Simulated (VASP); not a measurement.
C, 4 atoms in the cell. The structure is hexagonal, space group P6_3/mmc (No. 194). The conventional cell has a = 2.471 Å, b = 2.471 Å, c = 7.283 Å, α = 90.00°, β = 90.00°, γ = 120.00°. C (site symmetry -6m2) has 3 C at 1.43 Å within 1.9 Å. C (site symmetry -6m2) has 3 C at 1.43 Å within 1.9 Å. 

| Item | Value |
| --- | --- |
| Program | VASP 6.6.1 |
| Task | vibrations by perturbation theory |
| Functional | PBEsol |
| Potentials or basis | VASP PAW PBE potentials, release 64 (C) |
| Cutoff | 520 eV |
| k mesh | 10 × 10 × 4 |
| Occupations | gaussian, width 0.01 eV |
| Spin | no spin polarisation |
| Dipole correction | no |
| Further INCAR settings | ALGO = Normal; EDIFF = 1e-08; NBANDS = 16; IBRION = 8; NSW = 1 |

Potentials or basis: VASP PAW PBE potentials, release 64 (C).

Launch:

```sh
$ cat potpaw_PBE.64/C/POTCAR > POTCAR
$ mpirun -np 1 vasp_std > vasp.out
```

Hardware: 1 thread of Intel(R) Xeon(R) Platinum 8488C (Sapphire Rapids) (shared host).

Task: How long does it take, and how much memory?

Result: It took 3.2 min on 1 thread of Intel(R) Xeon(R) Platinum 8488C (Sapphire Rapids), on a shared host, peak memory 0.31 GiB. Counts: scf iterations 65, k points 42.
